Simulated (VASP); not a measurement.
Input of a VASP 6.6.1 run:

The input INCAR:

```
SYSTEM = Ti
PREC     = Accurate       ! precision mode
ENCUT    = 520            ! plane-wave cutoff, eV
EDIFF    = 1E-6           ! SCF threshold, eV
ISMEAR   = 0              ! smearing method
SIGMA    = 0.15           ! smearing width, eV
LREAL    = .False.        ! projectors in reciprocal space
LASPH    = .True.         ! aspherical terms in the spheres
NELM     = 100            ! most SCF steps
ALGO     = Fast           ! electronic algorithm
ISIF     = 2              ! what is computed and relaxed
LWAVE    = .False.        ! write WAVECAR
LCHARG   = .False.        ! write CHGCAR
GGA      = PE             ! functional
NBANDS   = 12             ! bands
```

Contents of KPOINTS:

```
regular mesh
0
Gamma
  20 20 20
  0 0 0
```

The input POSCAR:

```
Ti
1.0
   -1.7470044324      1.7470044324      1.3834758164
    1.7470044324     -1.7470044324      1.3834758164
    1.5082327826      1.5082327826     -1.3834758164
Ti
1
Direct
    0.0000000000      0.0000000000      0.0000000000
```

Potentials or basis: VASP PAW PBE potentials, release 64 (Ti_sv).

Launch:

```console
$ cat potpaw_PBE.64/Ti_sv/POTCAR > POTCAR
$ mpirun -np 1 vasp_std > vasp.out
```

Problem. Predict the pressure.

Solution. 22.5 GPa.

Problem. What does it give for the band gap on the k mesh?

Solution. Zero (bands 6 and 7 overlap by 1.54 eV).

Stress tensor (GPa, compression positive):
```
22.54  7.99  0.00
 7.99 22.54  0.00
 0.00  0.00 22.32
```

Caveat: the cell differs from its parent crystal (engineering shear strain xy -0.1467, normal strain along z -0.1500); the cell stands under pressure.
